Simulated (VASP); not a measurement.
# SnCl (P6/mmm) in VASP: notebook

Runs on SnCl. Level: PBE. Tasks: single point, relaxation of cell and atoms.

All numbers are computed with VASP 6.6.1; they aren't measurements. Logs are shortened: lines on timing, memory, paths and dates and some standing lists are left out, and cuts for length are marked.

## Step 1: The cell of the first run

Symmetry: P6/mmm, No. 191, hexagonal system. Conventional cell: a = 3.483 Å, b = 3.483 Å, c = 5.312 Å, α = 90.00°, β = 90.00°, γ = 120.00°. Within 3.5 Å of Sn (site symmetry 6/mmm) lie 2 Cl at 2.66 Å and 6 Sn at 3.48 Å. Cl (site symmetry 6/mmm) has 2 Sn at 2.66 Å and 6 Cl at 3.48 Å within 3.5 Å.

## Step 2: Single point, PBE

INCAR reads:

```
SYSTEM = SnCl
  ALGO = Normal
  EDIFF = 1E-6
  ENCUT = 520
  GGA = PE
  ISIF = 2
  ISMEAR = 0
  LASPH = .True.
  LCHARG = .False.
  LREAL = .False.
  LWAVE = .False.
  NBANDS = 18
  NELM = 100
  PREC = Accurate
  SIGMA = 0.1
```

KPOINTS reads:

```
k-points
0
Gamma
  6 6 4
  0 0 0
```

POSCAR reads:

```
SnCl
1.0
    3.4828041591      0.0000000000      0.0000000000
   -1.7414020796      3.0161968782      0.0000000000
    0.0000000000      0.0000000000      5.3117157418
Sn Cl
1 1
Direct
    0.0000000000      0.0000000000      0.0000000000
    0.0000000000      0.0000000000      0.5000000000
```

Potentials or basis: VASP PAW PBE potentials, release 64 (Sn_d, Cl).

Started as:

```bash
cat potpaw_PBE.64/Sn_d/POTCAR potpaw_PBE.64/Cl/POTCAR > POTCAR
mpirun -np 1 vasp_std > vasp.out
```

OUTCAR:

```text
SYSTEM = SnCl
   EDIFF = 1E-6
   ENCUT = 520
   GGA = PE
   ISIF = 2
   ISMEAR = 0
   LASPH = .True.
   LREAL = .False.
   NELM = 100
   PREC = Accurate

 ion  position               nearest neighbor table
   1  0.000  0.000  0.000-   2 2.66   2 2.66
   2  0.000  0.000  0.500-   1 2.66   1 2.66

  LATTYP: Found a hexagonal cell.
 ALAT       =     3.4828041591
 C/A-ratio  =     1.5251261625

  Lattice vectors:

 A1 = (   3.4828041591,   0.0000000000,   0.0000000000)
 A2 = (  -1.7414020796,   3.0161968782,   0.0000000000)
 A3 = (   0.0000000000,   0.0000000000,   5.3117157418)

Analysis of symmetry for initial positions (statically):
=====================================================================
 Subroutine PRICEL returns:
 Original cell was already a primitive cell.

 Routine SETGRP: Setting up the symmetry group for a
 hexagonal supercell.

 Subroutine GETGRP returns: Found 24 space group operations
 (whereof 24 operations were pure point group operations)
 out of a pool of 24 trial point group operations.

The static configuration has the point symmetry D_6h.

Analysis of symmetry for dynamics (positions and initial velocities):
=====================================================================
 Subroutine PRICEL returns:
 Original cell was already a primitive cell.

 Routine SETGRP: Setting up the symmetry group for a
 hexagonal supercell.

 Subroutine GETGRP returns: Found 24 space group operations
 (whereof 24 operations were pure point group operations)
 out of a pool of 24 trial point group operations.

The dynamic configuration has the point symmetry D_6h.

 Subroutine INISYM returns: Found 24 space group operations
 (whereof 24 operations are pure point group operations),
 and found     1 'primitive' translations

----------------------------------------------------------------------------------------

                                     Primitive cell

  volume of cell :      55.7986

  direct lattice vectors                    reciprocal lattice vectors
     3.482804159  0.000000000  0.000000000     0.287124959  0.165771672  0.000000000
    -1.741402080  3.016196878  0.000000000     0.000000000  0.331543344  0.000000000
     0.000000000  0.000000000  5.311715742     0.000000000  0.000000000  0.188263086

  length of vectors
     3.482804159  3.482804159  5.311715742     0.331543344  0.331543344  0.188263086

  position of ions in fractional coordinates (direct lattice)
     0.000000000  0.000000000  0.000000000
     0.000000000  0.000000000  0.500000000

  ion indices of the primitive-cell ions
   primitive index   ion index
                 1           1
                 2           2

----------------------------------------------------------------------------------------

 KPOINTS: k-points

Automatic generation of k-mesh.
 Grid dimensions read from file:
 generate k-points for:    6    6    4

 Generating k-lattice:

  Cartesian coordinates                     Fractional coordinates (reciprocal lattice)
     0.047854160  0.027628612  0.000000000     0.166666667  0.000000000  0.000000000
     0.000000000  0.055257224  0.000000000     0.000000000  0.166666667  0.000000000
     0.000000000  0.000000000  0.047065772     0.000000000  0.000000000  0.250000000

  Length of vectors
     0.055257224  0.055257224  0.047065772

  Shift w.r.t. Gamma in fractional coordinates (k-lattice)
     0.000000000  0.000000000  0.000000000

 Subroutine IBZKPT returns following result:
 ===========================================

 Found     21 irreducible k-points:

 Following reciprocal coordinates:
            Coordinates               Weight
  0.000000  0.000000  0.000000      1.000000
  0.166667 -0.000000  0.000000      6.000000
  0.333333 -0.000000  0.000000      6.000000
  0.500000  0.000000  0.000000      3.000000
  0.166667  0.166667  0.000000      6.000000
  0.333333  0.166667  0.000000     12.000000
[... 13 lines left out ...]
  0.333333  0.166667  0.500000     12.000000
  0.333333  0.333333  0.500000      2.000000
   k-points           NKPTS =     21   k-points in BZ     NKDIM =     21   number of bands    NBANDS=     18
   number of dos      NEDOS =    301   number of ions     NIONS =      2
   total plane-waves  NPLWV =  31360
   dimension x,y,z NGX =    28 NGY =   28 NGZ =   40
   dimension x,y,z NGXF=    56 NGYF=   56 NGZF=   80
   ions per type =               1   1
   NGX,Y,Z   is equivalent  to a cutoff of  13.37, 13.37, 12.52 a.u.
   NGXF,Y,Z  is equivalent  to a cutoff of  26.73, 26.73, 25.04 a.u.
 SYSTEM =  SnCl
   PREC   = accura    normal or accurate (medium, high low for compatibility)
   ISTART =      0    job   : 0-new  1-cont  2-samecut
   ICHARG =      2    charge: 1-file 2-atom 10-const
   ISPIN  =      1    spin polarized calculation?
   LNONCOLLINEAR =      F non collinear calculations
   LSORBIT =      F    spin-orbit coupling
   LASPH  =      T    aspherical Exc in radial PAW
   ENCUT  =  520.0 eV  38.22 Ry    6.18 a.u.   6.48  6.48  9.88*2*pi/ulx,y,z
   NELM   =    100;   NELMIN=  2; NELMDL= -5     # of ELM steps
   EDIFF  = 0.1E-05   stopping-criterion for ELM
   LREAL  =      F    real-space projection
   EDIFFG = 0.1E-04   stopping-criterion for IOM
   NSW    =      0    number of steps for IOM
   IBRION =     -1    ionic relax: 0-MD 1-quasi-New 2-CG
   NFREE  =      0    steps in history (QN), initial steepest desc. (CG)
   ISIF   =      2    stress and relaxation
   ISYM   =      2    0-nonsym 1-usesym 2-fastsym
   POTIM  = 0.5000    time-step for ionic-motion
   TEBEG  =    0.0;   TEEND  =   0.0 temperature during run
   PSTRESS=    0.0 pullay stress
   NELECT =      21.0000    total number of electrons
   NUPDOWN=      -1.0000    fix difference up-down
   EMIN   =  10.00;   EMAX   =-10.00  energy-range for DOS
   EFERMI =   0.00;   METHOD = LEGACY
   ISMEAR =     0;   SIGMA  =   0.10  broadening in eV -4-tet -1-fermi 0-gaus
   EFERMI_NEDOS =   21; number of points for ismear=-14 and -15
   IALGO  =     38    algorithm
   IMIX   =      4    mixing-type and parameters
     AMIX     =   0.40;   BMIX     =  1.00
     AMIX_MAG =   1.60;   BMIX_MAG =  1.00
  volume/ion in A,a.u.               =      27.90       188.27
  Fermi-wavevector in a.u.,A,eV,Ry     =   1.181971  2.233601 19.008086  1.397055
  Thomas-Fermi vector in A             =   2.318234
   LORBIT       =      0    0 simple, 1 ext, 2 COOP (PROOUT), +10 PAW based schemes
   GGA     = PE    functional components
   LHFCALC =     F    Hartree Fock is set to
   AEXX    =    0.0000 exact exchange contribution
   IVDW    =     0    specifies the selected vdW correction
   LEPSILON=     F    determine dielectric tensor
   LRPA    =     F    only Hartree local field effects (RPA)
 non-spin polarized calculation
 Gauss-broadening in eV      SIGMA  =   0.10
  energy-cutoff  :      520.00
  volume of cell :       55.80
 maximum number of plane-waves:      1520
 NGX is ok and might be reduce to    28
   NGX = 13   NGY = 13   NGZ = 19

 number of electron      21.0000006 magnetization

 Free energy of the ion-electron system (eV)
  ---------------------------------------------------
  ext. energy  EPLUGINS =         0.00000000
  ---------------------------------------------------
  free energy    TOTEN  =        -6.65259885 eV

  energy without entropy =       -6.65001510  energy(sigma->0) =       -6.65130697

 E-fermi :   3.9942     XC(G=0):  -9.1203

 val. band max:        3.9359275978   @ k =   0.3333   0.3333   0.5000
 cond. band min:       4.0525244780   @ k =   0.3333   0.3333   0.0000
 fundamental gap:      0.1165968802
 Fermi energy:         3.9942208590

 k-point     1 :       0.0000    0.0000    0.0000
  band No.  band energies     occupation
      1     -17.3947      2.00000
      2     -17.3221      2.00000
      3     -17.3221      2.00000
      4     -17.2767      2.00000
      5     -17.2767      2.00000
      6     -10.8077      2.00000
[... 10 lines left out ...]
     17      15.0924      0.00000
     18      15.6635      0.00000

 k-point     2 :       0.1667   -0.0000    0.0000
  band No.  band energies     occupation
      1     -17.3822      2.00000
      2     -17.3230      2.00000
      3     -17.2972      2.00000
      4     -17.2880      2.00000
      5     -17.2794      2.00000
      6     -10.6752      2.00000
[... 10 lines left out ...]
     17      16.1767      0.00000
     18      16.2065      0.00000

 k-point     3 :       0.3333   -0.0000    0.0000
  band No.  band energies     occupation
      1     -17.3743      2.00000
      2     -17.3105      2.00000
      3     -17.3084      2.00000
      4     -17.2849      2.00000
      5     -17.2471      2.00000
      6     -10.3903      2.00000
[... 10 lines left out ...]
     17      15.3301      0.00000
     18      16.4191      0.00000

 k-point     4 :       0.5000    0.0000    0.0000
  band No.  band energies     occupation
      1     -17.3774      2.00000
      2     -17.3217      2.00000
      3     -17.2943      2.00000
      4     -17.2877      2.00000
      5     -17.2218      2.00000
      6     -10.2362      2.00000
[... 312 lines left out ...]
      4     -17.2861      2.00000
      5     -17.2610      2.00000
      6     -10.4577      2.00000
[... 10 lines left out ...]
     17      14.9659      0.00000
     18      16.7919      0.00000

 k-point    20 :       0.3333    0.1667    0.5000
  band No.  band energies     occupation
      1     -17.3431      2.00000
      2     -17.3166      2.00000
      3     -17.2941      2.00000
      4     -17.2939      2.00000
      5     -17.2386      2.00000
      6     -10.2567      2.00000
[... 10 lines left out ...]
     17      14.9359      0.00000
     18      16.7535      0.00000

 k-point    21 :       0.3333    0.3333    0.5000
  band No.  band energies     occupation
      1     -17.3124      2.00000
      2     -17.3088      2.00000
      3     -17.3088      2.00000
      4     -17.2730      2.00000
      5     -17.2730      2.00000
      6     -10.1878      2.00000
[... 10 lines left out ...]
     17      14.9499      0.00000
     18      17.9855      0.00000

------------------------ aborting loop because EDIFF is reached ----------------------------------------

  FORCE on cell =-STRESS in cart. coord.  units (eV):
  Direction    XX          YY          ZZ          XY          YZ          ZX
  --------------------------------------------------------------------------------------
  -------------------------------------------------------------------------------------
  Total       -0.0720904     -0.0720904     -0.0419679      0.0000000      0.0000000     -0.0000000
  in kB       -2.0699715     -2.0699715     -1.2050491      0.0000000      0.0000000     -0.0000000
  external PRESSURE =      -1.7816640 kB  Pullay stress =       0.0000000 kB

 VOLUME and BASIS-vectors are now :
 -----------------------------------------------------------------------------
  energy-cutoff  :      520.00
  volume of cell :       55.80
      direct lattice vectors                 reciprocal lattice vectors
     3.482804159  0.000000000  0.000000000     0.287124959  0.165771672  0.000000000
    -1.741402080  3.016196878  0.000000000     0.000000000  0.331543344  0.000000000
     0.000000000  0.000000000  5.311715742     0.000000000  0.000000000  0.188263086

 POSITION                                       TOTAL-FORCE (eV/Angst)
 -----------------------------------------------------------------------------------
      0.00000      0.00000      0.00000         0.000000      0.000000      0.000000
      0.00000      0.00000      2.65586        -0.000000      0.000000      0.000000
 -----------------------------------------------------------------------------------
    total drift:                               -0.000000     -0.000000      0.000000

  FREE ENERGIE OF THE ION-ELECTRON SYSTEM (eV)
  ---------------------------------------------------
  free  energy   TOTEN  =        -6.6525988539 eV

  energy  without entropy=       -6.6500150958  energy(sigma->0) =       -6.65130697
```

It took 8.4 s on 1 thread of Intel Xeon 6975P-C (Granite Rapids), shared host; peak memory 0.18 GiB.

What came out:

- Free energy: -6.6526 eV
- Pressure: -0.2 GPa

Stress tensor (GPa, compression positive):
```
-0.21  0.00  0.00
 0.00 -0.21  0.00
 0.00  0.00 -0.12
```

Caveat: spin-orbit coupling is left out, which moves the levels of the heavy elements; an odd number of electrons without spin polarisation forces a metal; a magnetic or distorted state may lie lower.

[end of part 1 of 2]
